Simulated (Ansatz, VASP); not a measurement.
## TiB2 in VASP and in Ansatz

```
Ti B
1.0
     3.02920    0.00000    0.00000
    -1.51460    2.62336    0.00000
     0.00000    0.00000    3.22840
Ti B
1 2
Direct
  0.00000 0.00000 0.00000
  0.33333 0.66667 0.50000
  0.66667 0.33333 0.50000
```

Alike in both runs: task relaxation of cell and atoms; functional LDA; k mesh 13 × 13 × 10; occupations methfessel-paxton of order 1, width 0.05 eV; no spin polarisation.

```csv
,VASP,Ansatz
version,VASP 6.6.1,Ansatz 0.2.0
potentials or method,"VASP PAW LDA potentials, release 64 (Ti_sv, B)","plane waves, PAW"
plane-wave cutoff (eV),600,420
valence electrons in the cell,18,18
```

|  | VASP | Ansatz | Ansatz less VASP |
| --- | --- | --- | --- |
| relaxed volume (Å³/atom) | 8.19 | 8.18 | -0.011 |
| relaxed cell length with the largest relative difference (Å) | 3.163 | 3.161 | -0.0019 |

LDA's correlation is that of Perdew and Zunger in VASP and of Perdew and Wang (1992) in Ansatz.
